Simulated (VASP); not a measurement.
# Mg (Fm-3m) in VASP: further runs

Runs on Mg. Level: PBE. Tasks: single point.

All numbers are computed with VASP 6.6.1; they aren't measurements. Logs are shortened: lines on timing, memory, paths and dates and some standing lists are left out, and cuts for length are marked.

## Step 1: The cell of the first run

It takes space group Fm-3m (No. 225, cubic). The conventional cell has a = 4.199 Å, b = 4.199 Å, c = 4.199 Å, α = 90.00°, β = 90.00°, γ = 90.00°. Within 3.9 Å of Mg (site symmetry m-3m) lie 12 Mg at 2.97 Å.

## Step 2: Single point, PBE (volume scaled by 0.8)

INCAR reads:

```
PREC = Accurate ; ENCUT = 520
EDIFF = 1E-6 ; ISMEAR = -1
SIGMA = 0.08 ; LREAL = F
LASPH = T ; NELM = 60
ALGO = Normal ; ISIF = 2
LWAVE = F ; LCHARG = F
GGA = PE ; NBANDS = 7
```

KPOINTS reads:

```
regular mesh
0
Gamma
  16 16 16
```

POSCAR reads:

```
Mg
1.0
    0.0000000000      2.0994291310      2.0994291310
    2.0994291310      0.0000000000      2.0994291310
    2.0994291310      2.0994291310      0.0000000000
Mg
1
Direct
    0.0000000000      0.0000000000      0.0000000000
```

Potentials or basis: VASP PAW PBE potentials, release 64 (Mg).

Run with:

```
> cat potpaw_PBE.64/Mg/POTCAR > POTCAR
> mpirun -np 1 vasp_std > vasp.out
```

OUTCAR:

```text
PREC = Accurate
   ENCUT = 520
   EDIFF = 1E-6
   ISMEAR = -1
   LREAL = F
   LASPH = T
   NELM = 60
   ISIF = 2
   GGA = PE

 ion  position               nearest neighbor table
   1  0.000  0.000  0.000-

  LATTYP: Found a face centered cubic cell.
 ALAT       =     4.1988582620

  Lattice vectors:

 A1 = (   0.0000000000,   2.0994291310,   2.0994291310)
 A2 = (   2.0994291310,   0.0000000000,   2.0994291310)
 A3 = (   2.0994291310,   2.0994291310,   0.0000000000)

Analysis of symmetry for initial positions (statically):
=====================================================================
 Subroutine PRICEL returns:
 Original cell was already a primitive cell.

 Routine SETGRP: Setting up the symmetry group for a
 face centered cubic supercell.

 Subroutine GETGRP returns: Found 48 space group operations
 (whereof 48 operations were pure point group operations)
 out of a pool of 48 trial point group operations.

The static configuration has the point symmetry O_h .

Analysis of symmetry for dynamics (positions and initial velocities):
=====================================================================
 Subroutine PRICEL returns:
 Original cell was already a primitive cell.

 Routine SETGRP: Setting up the symmetry group for a
 face centered cubic supercell.

 Subroutine GETGRP returns: Found 48 space group operations
 (whereof 48 operations were pure point group operations)
 out of a pool of 48 trial point group operations.

The dynamic configuration has the point symmetry O_h .

 Subroutine INISYM returns: Found 48 space group operations
 (whereof 48 operations are pure point group operations),
 and found     1 'primitive' translations

----------------------------------------------------------------------------------------

                                     Primitive cell

  volume of cell :      18.5069

  direct lattice vectors                    reciprocal lattice vectors
     0.000000000  2.099429131  2.099429131    -0.238159980  0.238159980  0.238159980
     2.099429131  0.000000000  2.099429131     0.238159980 -0.238159980  0.238159980
     2.099429131  2.099429131  0.000000000     0.238159980  0.238159980 -0.238159980

  length of vectors
     2.969041150  2.969041150  2.969041150     0.412505186  0.412505186  0.412505186

  position of ions in fractional coordinates (direct lattice)
     0.000000000  0.000000000  0.000000000

  ion indices of the primitive-cell ions
   primitive index   ion index
[... 62 lines left out ...]
   NGXF,Y,Z  is equivalent  to a cutoff of  26.88, 26.88, 26.88 a.u.
 SYSTEM =  unknown system
   PREC   = accura    normal or accurate (medium, high low for compatibility)
   ISTART =      0    job   : 0-new  1-cont  2-samecut
   ICHARG =      2    charge: 1-file 2-atom 10-const
   ISPIN  =      1    spin polarized calculation?
   LNONCOLLINEAR =      F non collinear calculations
   LSORBIT =      F    spin-orbit coupling
   LASPH  =      T    aspherical Exc in radial PAW
   ENCUT  =  520.0 eV  38.22 Ry    6.18 a.u.   5.52  5.52  5.52*2*pi/ulx,y,z
   NELM   =     60;   NELMIN=  2; NELMDL= -5     # of ELM steps
   EDIFF  = 0.1E-05   stopping-criterion for ELM
   LREAL  =      F    real-space projection
[... 7 lines left out ...]
   TEBEG  =    0.0;   TEEND  =   0.0 temperature during run
   PSTRESS=    0.0 pullay stress
   NELECT =       2.0000    total number of electrons
   NUPDOWN=      -1.0000    fix difference up-down
   EMIN   =  10.00;   EMAX   =-10.00  energy-range for DOS
   EFERMI =   0.00;   METHOD = LEGACY
   ISMEAR =    -1;   SIGMA  =   0.08  broadening in eV -4-tet -1-fermi 0-gaus
   EFERMI_NEDOS =   21; number of points for ismear=-14 and -15
   IALGO  =     38    algorithm
   IMIX   =      4    mixing-type and parameters
     AMIX     =   0.40;   BMIX     =  1.00
     AMIX_MAG =   1.60;   BMIX_MAG =  1.00
  volume/ion in A,a.u.               =      18.51       124.89
  Fermi-wavevector in a.u.,A,eV,Ry     =   0.779783  1.473576  8.273174  0.608061
  Thomas-Fermi vector in A             =   1.882958
   LORBIT       =      0    0 simple, 1 ext, 2 COOP (PROOUT), +10 PAW based schemes
   GGA     = PE    functional components
   LHFCALC =     F    Hartree Fock is set to
   AEXX    =    0.0000 exact exchange contribution
   IVDW    =     0    specifies the selected vdW correction
   LEPSILON=     F    determine dielectric tensor
   LRPA    =     F    only Hartree local field effects (RPA)
 non-spin polarized calculation
  energy-cutoff  :      520.00
  volume of cell :       18.51
 maximum number of plane-waves:       531
 NGX is ok and might be reduce to    24
   NGX = 11   NGY = 11   NGZ = 11

 number of electron       2.0000000 magnetization

 Free energy of the ion-electron system (eV)
  ---------------------------------------------------
  ext. energy  EPLUGINS =         0.00000000
  ---------------------------------------------------
  free energy    TOTEN  =        -1.35382411 eV

  energy without entropy =       -1.34465243  energy(sigma->0) =       -1.34923827

 E-fermi :   3.8366     XC(G=0):  -9.1857

 val. band max:        3.8143781973   @ k =   0.4375   0.0000   0.0000
 cond. band min:       3.8570940153   @ k =  -0.3750   0.1875   0.0625
 fundamental gap:      0.0427158180
 Fermi energy:         3.8365656526

 k-point     1 :       0.0000    0.0000    0.0000
  band No.  band energies     occupation
      1      -4.0493      2.00000
      2      17.6181      0.00000
      3      17.6181      0.00000
      4      17.6181      0.00000
      5      20.2193      0.00000
      6      20.7912      0.00000
      7      20.7912      0.00000
[... 221 lines left out ...]
 k-point    24 :      -0.0625    0.0625    0.0000
  band No.  band energies     occupation
      1      -3.7817      2.00000
      2      15.0950      0.00000
      3      16.2216      0.00000
      4      17.8785      0.00000
      5      20.7598      0.00000
      6      20.8497      0.00000
      7      21.4136      0.00000

 [... further k-points ...]
[... 5 lines left out ...]
  --------------------------------------------------------------------------------------
  -------------------------------------------------------------------------------------
  Total        1.3970955      1.3970955      1.3970955      0.0000000     -0.0000000      0.0000000
  in kB      120.9492100    120.9492100    120.9492100      0.0000000     -0.0000000      0.0000000
  external PRESSURE =     120.9492100 kB  Pullay stress =       0.0000000 kB

 VOLUME and BASIS-vectors are now :
 -----------------------------------------------------------------------------
  energy-cutoff  :      520.00
  volume of cell :       18.51
      direct lattice vectors                 reciprocal lattice vectors
     0.000000000  2.099429131  2.099429131    -0.238159980  0.238159980  0.238159980
     2.099429131  0.000000000  2.099429131     0.238159980 -0.238159980  0.238159980
     2.099429131  2.099429131  0.000000000     0.238159980  0.238159980 -0.238159980

 POSITION                                       TOTAL-FORCE (eV/Angst)
 -----------------------------------------------------------------------------------
      0.00000      0.00000      0.00000        -0.000000     -0.000000     -0.000000
 -----------------------------------------------------------------------------------
    total drift:                                0.000000     -0.000000     -0.000000

  FREE ENERGIE OF THE ION-ELECTRON SYSTEM (eV)
  ---------------------------------------------------
  free  energy   TOTEN  =        -1.3538241082 eV

  energy  without entropy=       -1.3446524326  energy(sigma->0) =       -1.34923827
```

OSZICAR:

```text
N       E                     dE             d eps       ncg     rms          rms(c)
DAV:   1    -0.500940457723E+00   -0.50094E+00   -0.84356E+02  2247   0.198E+02
DAV:   2    -0.136136998532E+01   -0.86043E+00   -0.83090E+00  2807   0.128E+01
DAV:   3    -0.136406090864E+01   -0.26909E-02   -0.26901E-02  2667   0.817E-01
DAV:   4    -0.136406422431E+01   -0.33157E-05   -0.33159E-05  3101   0.205E-02
DAV:   5    -0.136406422652E+01   -0.22141E-08   -0.25824E-08  2688   0.324E-04    0.641E-01
DAV:   6    -0.135849951099E+01    0.55647E-02   -0.25119E-04  2443   0.891E-02    0.408E-01
DAV:   7    -0.135383418009E+01    0.46653E-02   -0.96610E-04  2401   0.147E-01    0.213E-02
DAV:   8    -0.135382453853E+01    0.96416E-05   -0.90395E-06  3059   0.165E-02    0.431E-03
DAV:   9    -0.135382410822E+01    0.43031E-06   -0.53433E-07  2583   0.326E-03
   1 F= -.13538241E+01 E0= -.13492383E+01  d E =-.917168E-02
```

It took 25 s on 1 thread of Intel Xeon 8259CL, shared host; peak memory 0.15 GiB.

Results:

```yaml
Free_energy: -1.3538 eV
Pressure: 12.1 GPa
Band_gap_on_the_k_mesh: zero (band 1 reaches 5.43 eV, above the bottom of band 2 at 2.57 eV)
```

Levels at points of the mesh, in eV from the Fermi level:
```
           k point  band 1  band 2  band 3  band 4  band 5  band 6
(0.00, 0.00, 0.00)   -7.89   13.78   13.78   13.78   16.38   16.95
(0.50, 0.00, 0.00)   -2.06   -1.26   12.50   12.50   14.45   14.45
(0.50, 0.50, 0.00)   -0.26    0.91    6.51    8.19    8.19   12.09
```

[end of part 1 of 2]
